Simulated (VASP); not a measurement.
Cu2Pt, 6 atoms in the cell. The structure is cubic, space group Fd-3m (No. 227). The conventional cell has a = 6.903 Å, b = 6.903 Å, c = 6.903 Å, α = 90.00°, β = 90.00°, γ = 90.00°. Cu (site symmetry -3m) has 6 Cu at 2.44 Å and 6 Pt at 2.86 Å within 3.2 Å. Within 3.8 Å of Pt (site symmetry -43m) lie 12 Cu at 2.86 Å and 4 Pt at 2.99 Å. 

```yaml
Program: VASP 6.6.1
Task: single point
Functional: r2SCAN
Potentials_or_basis: VASP PAW PBE potentials, release 64 (Cu, Pt)
Cutoff: 520 eV
k_mesh: 4 × 4 × 4
Occupations: gaussian, width 0.1 eV
Spin: no spin polarisation
Dipole_correction: no
Further_INCAR_settings: ALGO = Normal; EDIFF = 1e-06; NBANDS = 41
```

Potentials or basis: VASP PAW PBE potentials, release 64 (Cu, Pt).

Command:

```console
$ cat potpaw_PBE.64/Cu/POTCAR potpaw_PBE.64/Pt/POTCAR > POTCAR
$ cp INCAR.step1 INCAR
$ mpirun -np 1 vasp_std > vasp.out
$ cp INCAR.step2 INCAR
$ mpirun -np 1 vasp_std > vasp.out
```

Hardware: 1 thread of AMD EPYC 7R43 64-Core Processor (Zen 3), with other jobs on the host.

**Question.** Estimate the wall time of this run.

**Answer.** It took 2.3 min on 1 thread of AMD EPYC 7R43 64-Core Processor (Zen 3), with other jobs on the host, peak memory 0.18 GiB. Counts: k points 8.
